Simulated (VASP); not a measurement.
# AlN (P6_3/mmc) in VASP: a series of runs

AlN is run at these levels: PBEsol; tasks: single point.

All numbers are computed with VASP 6.6.1; they aren't measurements. Logs are shortened: lines on timing, memory, paths and dates and some standing lists are left out, and cuts for length are marked.

### 1 The cell of the first run

Symmetry: P6_3/mmc, No. 194, hexagonal system. Conventional cell: a = 3.257 Å, b = 3.257 Å, c = 4.355 Å, α = 90.00°, β = 90.00°, γ = 120.00°. Al (site symmetry -6m2) has 5 N at 1.88 to 2.18 Å within 2.5 Å. N (site symmetry -6m2) has 5 Al at 1.88 to 2.18 Å within 2.5 Å.

### 2 Single point, PBEsol (volume 10.004 Å^3 an atom, c/a of the conventional cell 1.3371)

The input, INCAR:

```
SYSTEM = AlN
PREC = Accurate
ENCUT = 520
EDIFF = 1E-6
ISMEAR = 0
SIGMA = 0.05
LREAL = .FALSE.
LASPH = .TRUE.
NELM = 80
ALGO = Normal
ISIF = 2
LWAVE = .FALSE.
LCHARG = .TRUE.
GGA = PS
LELF = .TRUE.
LVHAR = .TRUE.
NBANDS = 16
```

The input, KPOINTS:

```
Automatic mesh
0
G
  9 9 6
  0 0 0
```

The input, POSCAR:

```
AlN
1.0
    3.2572146888      0.0000000000      0.0000000000
   -1.6286073444      2.8208306661      0.0000000000
    0.0000000000      0.0000000000      4.3552217604
Al N
2 2
Direct
    0.3333333333      0.6666666667      0.7500000000
    0.6666666667      0.3333333333      0.2500000000
    0.3333333333      0.6666666667      0.2500000000
    0.6666666667      0.3333333333      0.7500000000
```

Potentials or basis: VASP PAW PBE potentials, release 64 (Al, N).

On the command line:

```sh
$ cat potpaw_PBE.64/Al/POTCAR potpaw_PBE.64/N/POTCAR > POTCAR
$ mpirun -np 1 vasp_std > vasp.out
```

OUTCAR:

```text
SYSTEM = AlN
   PREC = Accurate
   ENCUT = 520
   EDIFF = 1E-6
   ISMEAR = 0
   LREAL = .FALSE.
   LASPH = .TRUE.
   NELM = 80
   ISIF = 2
   GGA = PS

 ion  position               nearest neighbor table
   1  0.333  0.667  0.750-   4 1.88   4 1.88   4 1.88   3 2.18   3 2.18   2 2.88   2 2.88   2 2.88
                             2 2.88   2 2.88   2 2.88
   2  0.667  0.333  0.250-   3 1.88   3 1.88   3 1.88   4 2.18   4 2.18   1 2.88   1 2.88   1 2.88
                             1 2.88   1 2.88   1 2.88
   3  0.333  0.667  0.250-   2 1.88   2 1.88   2 1.88   1 2.18   1 2.18
   4  0.667  0.333  0.750-   1 1.88   1 1.88   1 1.88   2 2.18   2 2.18

  LATTYP: Found a hexagonal cell.
 ALAT       =     3.2572146888
 C/A-ratio  =     1.3371000000

  Lattice vectors:

 A1 = (   3.2572146888,   0.0000000000,   0.0000000000)
 A2 = (  -1.6286073444,   2.8208306661,   0.0000000000)
 A3 = (   0.0000000000,   0.0000000000,   4.3552217604)

Analysis of symmetry for initial positions (statically):
=====================================================================
 Subroutine PRICEL returns:
 Original cell was already a primitive cell.

 Routine SETGRP: Setting up the symmetry group for a
 hexagonal supercell.

 Subroutine GETGRP returns: Found 24 space group operations
 (whereof 12 operations were pure point group operations)
 out of a pool of 24 trial point group operations.

The static configuration has the point symmetry D_3d.
 The point group associated with its full space group is D_6h.

Analysis of symmetry for dynamics (positions and initial velocities):
=====================================================================
 Subroutine PRICEL returns:
 Original cell was already a primitive cell.

 Routine SETGRP: Setting up the symmetry group for a
 hexagonal supercell.

 Subroutine GETGRP returns: Found 24 space group operations
 (whereof 12 operations were pure point group operations)
 out of a pool of 24 trial point group operations.

The dynamic configuration has the point symmetry D_3d.
 The point group associated with its full space group is D_6h.

 Subroutine INISYM returns: Found 24 space group operations
 (whereof 12 operations are pure point group operations),
 and found     1 'primitive' translations

----------------------------------------------------------------------------------------

                                     Primitive cell

  volume of cell :      40.0160

  direct lattice vectors                    reciprocal lattice vectors
     3.257214689  0.000000000  0.000000000     0.307010773  0.177252753  0.000000000
    -1.628607344  2.820830666  0.000000000     0.000000000  0.354505505  0.000000000
     0.000000000  0.000000000  4.355221760     0.000000000  0.000000000  0.229609433

  length of vectors
     3.257214689  3.257214689  4.355221760     0.354505505  0.354505505  0.229609433

  position of ions in fractional coordinates (direct lattice)
     0.333333333  0.666666667  0.750000000
     0.666666667  0.333333333  0.250000000
     0.333333333  0.666666667  0.250000000
     0.666666667  0.333333333  0.750000000

  ion indices of the primitive-cell ions
   primitive index   ion index
                 1           1
                 2           2
                 3           3
                 4           4

----------------------------------------------------------------------------------------

 KPOINTS: Automatic mesh

Automatic generation of k-mesh.
 Grid dimensions read from file:
 generate k-points for:    9    9    6

 Generating k-lattice:

  Cartesian coordinates                     Fractional coordinates (reciprocal lattice)
     0.034112308  0.019694750  0.000000000     0.111111111 -0.000000000  0.000000000
     0.000000000  0.039389501  0.000000000     0.000000000  0.111111111  0.000000000
     0.000000000  0.000000000  0.038268239     0.000000000  0.000000000  0.166666667

  Length of vectors
     0.039389501  0.039389501  0.038268239

  Shift w.r.t. Gamma in fractional coordinates (k-lattice)
     0.000000000  0.000000000  0.000000000

 Subroutine IBZKPT returns following result:
 ===========================================

 Found     48 irreducible k-points:

 Following reciprocal coordinates:
            Coordinates               Weight
  0.000000  0.000000  0.000000      1.000000
  0.111111 -0.000000  0.000000      6.000000
  0.222222 -0.000000  0.000000      6.000000
  0.333333  0.000000  0.000000      6.000000
  0.444444 -0.000000  0.000000      6.000000
  0.111111  0.111111  0.000000      6.000000
[... 16 lines left out ...]
  0.333333  0.222222  0.166667     24.000000
  0.333333  0.333333  0.166667      4.000000
 [... further k-points ...]
   k-points           NKPTS =     48   k-points in BZ     NKDIM =     48   number of bands    NBANDS=     16
   number of dos      NEDOS =    301   number of ions     NIONS =      4
   total plane-waves  NPLWV =  18432
   dimension x,y,z NGX =    24 NGY =   24 NGZ =   32
[... 65 lines left out ...]
 cond. band min:      10.9887400470   @ k =   0.0000   0.0000   0.0000
 fundamental gap:      3.0111124224
 Fermi energy:         8.2480941861

 k-point     1 :       0.0000    0.0000    0.0000
  band No.  band energies     occupation
      1      -8.9011      2.00000
      2      -5.5701      2.00000
      3       0.8223      2.00000
      4       4.6991      2.00000
      5       4.6991      2.00000
      6       6.0849      2.00000
[... 8 lines left out ...]
     15      19.0391      0.00000
     16      19.9340      0.00000

 k-point     2 :       0.1111   -0.0000    0.0000
  band No.  band energies     occupation
      1      -8.7546      2.00000
      2      -5.5400      2.00000
      3       0.9844      2.00000
      4       4.1435      2.00000
      5       4.5017      2.00000
      6       5.5585      2.00000
[... 8 lines left out ...]
     15      19.2893      0.00000
     16      19.2967      0.00000

 k-point     3 :       0.2222   -0.0000    0.0000
  band No.  band energies     occupation
      1      -8.3348      2.00000
      2      -5.4976      2.00000
      3       1.4574      2.00000
      4       2.9478      2.00000
      5       4.0985      2.00000
      6       4.5761      2.00000
[... 8 lines left out ...]
     15      18.2541      0.00000
     16      19.6437      0.00000

 k-point     4 :       0.3333    0.0000    0.0000
  band No.  band energies     occupation
      1      -7.7150      2.00000
      2      -5.5719      2.00000
      3       1.8383      2.00000
      4       2.1880      2.00000
      5       3.6900      2.00000
      6       3.7309      2.00000
[... 8 lines left out ...]
     15      19.4847      0.00000
     16      19.8714      0.00000

 k-point     5 :       0.4444   -0.0000    0.0000
  band No.  band energies     occupation
      1      -7.0987      2.00000
      2      -5.8295      2.00000
      3       1.2268      2.00000
      4       2.9725      2.00000
      5       3.1592      2.00000
      6       3.5226      2.00000
[... 8 lines left out ...]
     15      20.0739      0.00000
     16      20.9555      0.00000

 k-point     6 :       0.1111    0.1111    0.0000
  band No.  band energies     occupation
      1      -8.4710      2.00000
      2      -5.5031      2.00000
      3       1.3023      2.00000
      4       3.5064      2.00000
      5       3.7918      2.00000
      6       5.1316      2.00000
[... 8 lines left out ...]
     15      18.6097      0.00000
     16      19.6947      0.00000
[... 267 lines left out ...]
 k-point    21 :       0.4444    0.1111    0.1667
  band No.  band energies     occupation
      1      -6.8038      2.00000
      2      -5.9561      2.00000
      3       0.8898      2.00000
      4       2.3593      2.00000
      5       3.0042      2.00000
      6       4.1935      2.00000
[... 8 lines left out ...]
     15      19.4799      0.00000
     16      21.0073      0.00000

 k-point    22 :       0.2222    0.2222    0.1667
  band No.  band energies     occupation
      1      -7.2631      2.00000
      2      -5.7563      2.00000
      3       1.5926      2.00000
      4       1.9009      2.00000
      5       3.5555      2.00000
      6       3.8972      2.00000
[... 8 lines left out ...]
     15      19.2807      0.00000
     16      20.8155      0.00000

 k-point    23 :       0.3333    0.2222    0.1667
  band No.  band energies     occupation
      1      -6.7080      2.00000
      2      -5.9631      2.00000
      3       1.2360      2.00000
      4       2.0415      2.00000
      5       2.7460      2.00000
      6       4.4619      2.00000
[... 8 lines left out ...]
     15      19.0964      0.00000
     16      20.8811      0.00000

 k-point    24 :       0.3333    0.3333    0.1667
  band No.  band energies     occupation
      1      -6.2713      2.00000
      2      -6.2713      2.00000
      3       1.2894      2.00000
      4       2.2217      2.00000
      5       2.2217      2.00000
      6       4.4055      2.00000
[... 8 lines left out ...]
     15      18.7619      0.00000
     16      20.6547      0.00000

 [... further k-points ...]
[... 5 lines left out ...]
  --------------------------------------------------------------------------------------
  -------------------------------------------------------------------------------------
  Total        0.3213008      0.3213008     -2.1882489      0.0000000     -0.0000000      0.0000000
  in kB       12.8643770     12.8643770    -87.6140242      0.0000000     -0.0000000      0.0000000
  external PRESSURE =     -20.6284234 kB  Pullay stress =       0.0000000 kB

 VOLUME and BASIS-vectors are now :
 -----------------------------------------------------------------------------
  energy-cutoff  :      520.00
  volume of cell :       40.02
      direct lattice vectors                 reciprocal lattice vectors
     3.257214689  0.000000000  0.000000000     0.307010773  0.177252753  0.000000000
    -1.628607344  2.820830666  0.000000000     0.000000000  0.354505505  0.000000000
     0.000000000  0.000000000  4.355221760     0.000000000  0.000000000  0.229609433

 POSITION                                       TOTAL-FORCE (eV/Angst)
 -----------------------------------------------------------------------------------
     -0.00000      1.88055      3.26642        -0.000000     -0.000000      0.000000
      1.62861      0.94028      1.08881         0.000000      0.000000      0.000000
     -0.00000      1.88055      1.08881        -0.000000      0.000000      0.000000
      1.62861      0.94028      3.26642         0.000000     -0.000000      0.000000
 -----------------------------------------------------------------------------------
    total drift:                               -0.000000     -0.000000     -0.000000

  FREE ENERGIE OF THE ION-ELECTRON SYSTEM (eV)
  ---------------------------------------------------
  free  energy   TOTEN  =       -30.8817425178 eV

  energy  without entropy=      -30.8817425178  energy(sigma->0) =      -30.88174252
```

Run time: 48 s. Hardware: 1 thread of AMD EPYC 7R13, shared host; peak memory 0.13 GiB.

Results:

| Quantity | Value |
| --- | --- |
| Free energy | -30.8817 eV |
| Pressure | -2.1 GPa |
| Band gap on the k mesh | 3.01 eV, direct |

Stress tensor (GPa, compression positive):
```
 1.29  0.00  0.00
 0.00  1.29  0.00
 0.00  0.00 -8.76
```

Caveat: the PAW data sets were made with another functional, which shifts forces and pressure a little.

### 3 Single point, PBEsol (volume 10.004 Å^3 an atom, c/a of the conventional cell 1.2949)

The input, INCAR:

```
SYSTEM = AlN
ALGO = Normal ; EDIFF = 1E-6
ENCUT = 520 ; GGA = PS
ISIF = 2 ; ISMEAR = 0
LASPH = .True. ; LCHARG = .False.
LREAL = .False. ; LWAVE = .False.
NBANDS = 16 ; NELM = 60
PREC = Accurate ; SIGMA = 0.05
```

The input, KPOINTS:

```
k-points
0
Gamma
  9 9 6
  0 0 0
```

The input, POSCAR:

```
AlN
1.0
    3.2922206700      0.0000000000      0.0000000000
   -1.6461103350      2.8511467350      0.0000000000
    0.0000000000      0.0000000000      4.2630965455
Al N
2 2
Direct
    0.3333333333      0.6666666667      0.7500000000
    0.6666666667      0.3333333333      0.2500000000
    0.3333333333      0.6666666667      0.2500000000
    0.6666666667      0.3333333333      0.7500000000
```

Potentials or basis: VASP PAW PBE potentials, release 64 (Al, N).

On the command line:

```sh
$ cat potpaw_PBE.64/Al/POTCAR potpaw_PBE.64/N/POTCAR > POTCAR
$ mpirun -np 1 vasp_std > vasp.out
```

Run time: 48 s. Hardware: 1 thread of AMD EPYC 7R13, shared host; peak memory 0.13 GiB.

Results (log left out):

```yaml
Free_energy: -30.9212 eV
Pressure: -3.8 GPa
Band_gap_on_the_k_mesh: 3.08 eV, direct
```

Stress tensor (GPa, compression positive):
```
-2.25  0.00  0.00
 0.00 -2.25  0.00
 0.00  0.00 -6.97
```

Levels at points of the mesh, in eV from the valence-band top:
| k point | band 4 | band 5 | band 6 | band 7 | band 8 | band 9 | band 10 | band 11 | band 12 | band 13 |
| --- | --- | --- | --- | --- | --- | --- | --- | --- | --- | --- |
| (0.00, 0.00, 0.00) | -3.28 | -3.28 | -1.74 | -1.74 | 0.00 | 3.08 | 4.32 | 8.16 | 8.16 | 11.02 |
| (0.00, 0.00, 0.50) | -3.81 | -2.54 | -2.54 | -2.54 | -2.54 | 5.47 | 5.47 | 8.38 | 8.38 | 8.38 |

Caveat: the PAW data sets were made with another functional, which shifts forces and pressure a little.

### 4 Single point, PBEsol (volume 10.004 Å^3 an atom, c/a of the conventional cell 1.2540)

The input, INCAR:

```
SYSTEM = AlN
  PREC = Accurate
  ENCUT = 520
  EDIFF = 1E-7
  ISMEAR = 0
  SIGMA = 0.05
  LREAL = .FALSE.
  LASPH = .TRUE.
  NELM = 80
  ALGO = Normal
  ISIF = 2
  LWAVE = .FALSE.
  LCHARG = .FALSE.
  GGA = PS
  NBANDS = 16
```

The input, KPOINTS:

```
Automatic mesh
0
G
  9 9 6
  0 0 0
```

The input, POSCAR:

```
AlN
1.0
    3.3276318631      0.0000000000      0.0000000000
   -1.6638159316      2.8818137278      0.0000000000
    0.0000000000      0.0000000000      4.1728473178
Al N
2 2
Direct
    0.3333333333      0.6666666667      0.7500000000
    0.6666666667      0.3333333333      0.2500000000
    0.3333333333      0.6666666667      0.2500000000
    0.6666666667      0.3333333333      0.7500000000
```

On the command line:

```sh
$ cat potpaw_PBE.64/Al/POTCAR potpaw_PBE.64/N/POTCAR > POTCAR
$ mpirun -np 1 vasp_std > vasp.out
```

Wall time 66 s (1 thread of AMD EPYC 7R13, shared host); peak memory 0.14 GiB.

The run converged. Its results:

| Item | Value |
| --- | --- |
| Free energy | -30.9318 eV |
| Pressure | -4.9 GPa |
| Band gap on the k mesh | 3.17 eV, direct |

Stress tensor (GPa, compression positive):
```
-5.17  0.00  0.00
 0.00 -5.17  0.00
 0.00  0.00 -4.37
```

Levels at points of the mesh, in eV from the valence-band top:
| k point | band 4 | band 5 | band 6 | band 7 | band 8 | band 9 | band 10 | band 11 | band 12 | band 13 |
| --- | --- | --- | --- | --- | --- | --- | --- | --- | --- | --- |
| (0.00, 0.00, 0.00) | -3.26 | -3.26 | -1.56 | -1.56 | 0.00 | 3.17 | 4.29 | 8.09 | 8.09 | 11.14 |
| (0.00, 0.00, 0.50) | -3.70 | -2.45 | -2.45 | -2.45 | -2.45 | 5.56 | 5.56 | 8.27 | 8.27 | 8.27 |

Caveat: the PAW data sets were made with another functional, which shifts forces and pressure a little.

### 5 Single point, PBEsol (volume 10.004 Å^3 an atom, c/a of the conventional cell 1.1761)

The input, INCAR:

```
SYSTEM = AlN
PREC     = Accurate       ! precision mode
ENCUT    = 520            ! plane-wave cutoff, eV
EDIFF    = 1E-6           ! SCF threshold, eV
ISMEAR   = 0              ! smearing method
SIGMA    = 0.05           ! smearing width, eV
LREAL    = .FALSE.        ! projectors in reciprocal space
LASPH    = .TRUE.         ! aspherical terms in the spheres
NELM     = 80             ! most SCF steps
ALGO     = Normal         ! electronic algorithm
ISIF     = 2              ! what is computed and relaxed
LWAVE    = .FALSE.        ! write WAVECAR
LCHARG   = .FALSE.        ! write CHGCAR
GGA      = PS             ! functional
NBANDS   = 16             ! bands
```

The input, KPOINTS:

```
regular mesh
0
G
  9 9 6
  0 0 0
```

The input, POSCAR:

```
AlN
1.0
    3.3995356321      0.0000000000      0.0000000000
   -1.6997678161      2.9440842184      0.0000000000
    0.0000000000      0.0000000000      3.9981938569
Al N
2 2
Direct
    0.3333333333      0.6666666667      0.7500000000
    0.6666666667      0.3333333333      0.2500000000
    0.3333333333      0.6666666667      0.2500000000
    0.6666666667      0.3333333333      0.7500000000
```

On the command line:

```sh
$ cat potpaw_PBE.64/Al/POTCAR potpaw_PBE.64/N/POTCAR > POTCAR
$ mpirun -np 1 vasp_std > vasp.out
```

It took 64 s on 1 thread of AMD EPYC 7R13, shared host; peak memory 0.14 GiB.

Results (log left out):

- Free energy: -30.8591 eV
- Pressure: -4.8 GPa
- Band gap on the k mesh: 3.36 eV, direct

Stress tensor (GPa, compression positive):
```
-9.21  0.00  0.00
 0.00 -9.21  0.00
 0.00  0.00  4.01
```

Levels at points of the mesh, in eV from the valence-band top:
```csv
k point,band 4,band 5,band 6,band 7,band 8,band 9,band 10,band 11,band 12,band 13
"(0.00, 0.00, 0.00)",-3.17,-3.17,-1.14,-1.14,0.00,3.36,4.41,8.08,8.08,11.51
"(0.00, 0.00, 0.50)",-3.51,-2.20,-2.20,-2.20,-2.20,5.81,5.81,8.14,8.14,8.14
```

Caveat: the PAW data sets were made with another functional, which shifts forces and pressure a little.

### 6 Single point, PBEsol (volume 10.239 Å^3 an atom, c/a of the conventional cell 1.2341)

The input, INCAR:

```
ALGO = Normal ; EDIFF = 1E-6
ENCUT = 520 ; GGA = PS
ISIF = 2 ; ISMEAR = 0
LASPH = True ; LCHARG = True
LELF = True ; LREAL = False
LVHAR = True ; LWAVE = False
NBANDS = 16 ; NELM = 100
PREC = Accurate ; SIGMA = 0.05
```

The input, KPOINTS:

```
k-points
0
Gamma
  9 9 6
```

The input, POSCAR:

```
AlN
1.0
    3.3714147571      0.0000000000      0.0000000000
   -1.6857073786      2.9197308263      0.0000000000
    0.0000000000      0.0000000000      4.1606629517
Al N
2 2
Direct
    0.3333333333      0.6666666667      0.7500000000
    0.6666666667      0.3333333333      0.2500000000
    0.3333333333      0.6666666667      0.2500000000
    0.6666666667      0.3333333333      0.7500000000
```

Potentials or basis: VASP PAW PBE potentials, release 64 (Al, N).

On the command line:

```sh
$ cat potpaw_PBE.64/Al/POTCAR potpaw_PBE.64/N/POTCAR > POTCAR
$ mpirun -np 1 vasp_std > vasp.out
```

Wall time 64 s (1 thread of AMD EPYC 7R13, shared host); peak memory 0.14 GiB.

It converged, with:

| Quantity | Value |
| --- | --- |
| Free energy | -30.8831 eV |
| Pressure | -9.5 GPa |
| Band gap on the k mesh | 3.05 eV, direct |

Stress tensor (GPa, compression positive):
```
-10.82   0.00   0.00
  0.00 -10.82   0.00
  0.00   0.00  -6.86
```

Levels at points of the mesh, in eV from the valence-band top:
| k point | band 4 | band 5 | band 6 | band 7 | band 8 | band 9 | band 10 | band 11 | band 12 | band 13 |
| --- | --- | --- | --- | --- | --- | --- | --- | --- | --- | --- |
| (0.00, 0.00, 0.00) | -3.17 | -3.17 | -1.41 | -1.41 | 0.00 | 3.05 | 4.12 | 7.95 | 7.95 | 11.02 |
| (0.00, 0.00, 0.50) | -3.62 | -2.33 | -2.33 | -2.33 | -2.33 | 5.47 | 5.47 | 8.12 | 8.12 | 8.12 |

Caveat: the PAW data sets were made with another functional, which shifts forces and pressure a little.

### 7 The runs side by side

| cell | gap on the mesh (eV) | pressure (GPa) |
| --- | --- | --- |
| a = 3.257, b = 3.257, c = 4.355 Å, angles 90.0, 90.0, 120.0°, 4 atoms | 3.01 | -2.1 |
| a = 3.292, b = 3.292, c = 4.263 Å, angles 90.0, 90.0, 120.0°, 4 atoms | 3.08 | -3.8 |
| a = 3.328, b = 3.328, c = 4.173 Å, angles 90.0, 90.0, 120.0°, 4 atoms | 3.17 | -4.9 |
| a = 3.400, b = 3.400, c = 3.998 Å, angles 90.0, 90.0, 120.0°, 4 atoms | 3.36 | -4.8 |
| a = 3.371, b = 3.371, c = 4.161 Å, angles 90.0, 90.0, 120.0°, 4 atoms | 3.05 | -9.5 |

Alike in all rows: task single point; level PBEsol; potentials or basis VASP PAW PBE potentials, release 64 (Al, N); no spin polarisation; k mesh 9 × 9 × 6; cutoff (eV) 520; smearing gaussian 0.05 eV.

Caveats: the PAW data sets were made with another functional, which shifts forces and pressure a little.

Absolute energies hang on the potentials; compare differences alone.
